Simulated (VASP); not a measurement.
Wanted: the native input for a VASP 6.6.1 run.

| Item | Value |
| --- | --- |
| Task | single point |
| Functional | PBE |
| Potentials or basis | VASP PAW PBE potentials, release 64 (Sc_sv, Li_sv) |
| Cutoff | 520 eV |
| k mesh | 3 × 2 × 3 |
| Occupations | fermi-dirac, width 0.05 eV |
| Spin | no spin polarisation |
| Dipole correction | no |
| Further INCAR settings | ALGO = Normal; EDIFF = 1e-07; NBANDS = 80 |

The structure of LiSc12 (a cell with a defect) lies in POSCAR:

```
LiSc12
1.0
    6.6200000000      0.0000000000      0.0000000000
   -4.9650000000      8.5996320000      0.0000000000
    0.0000000000      0.0000000000      5.2761400000
Sc Li
12 1
Direct
    0.0401478358     -0.1042137617     -0.1806434249
    0.1859638495      0.2470454550      0.5713646719
    0.0673472268      0.3455264132      0.0371862763
    0.0943993829      0.5435697714      0.5609782909
    0.0541231872      0.6468067471     -0.0054016762
    0.2911857824      0.8762235407      0.3495737414
    0.6559775921      0.0058956011     -0.1589798603
    0.6687052654      0.2381729823      0.4725613801
    0.6515051716      0.3839001483     -0.0514391203
    0.6196484852      0.5810016057      0.5385945028
    0.5266797729      0.6618771594      0.0692362219
    0.8121966983      0.9484475615      0.3242521995
    0.2422214478      0.1398199365      0.1976444901
```

One way to write it, as run:

INCAR

```
PREC = Accurate
ENCUT = 520
EDIFF = 1E-7
ISMEAR = -1
SIGMA = 0.05
LREAL = False
LASPH = True
NELM = 80
ALGO = Normal
ISIF = 2
LWAVE = False
LCHARG = False
GGA = PE
NBANDS = 80
```

KPOINTS

```
Automatic mesh
0
Gamma
  3 2 3
```

Potentials or basis: VASP PAW PBE potentials, release 64 (Sc_sv, Li_sv).

Run with:

```bash
$ cat potpaw_PBE.64/Sc_sv/POTCAR potpaw_PBE.64/Li_sv/POTCAR > POTCAR
$ mpirun -np 1 vasp_std > vasp.out
```

It gave:

| Quantity | Value |
| --- | --- |
| Largest force | 1.721 eV/Å |
| Band gap on the k mesh | zero (an odd number of electrons rules out a gap without spin polarisation) |

Caveat: the k points lie up to 0.40 Å⁻¹ apart, too coarse for converged energies and pressures of a metal; the atoms stand as in a frame of molecular dynamics.

Run time: 11 min on 1 thread of Intel(R) Xeon(R) Platinum 8375C CPU @ 2.90GHz (Ice Lake) (shared host), peak memory 0.47 GiB.
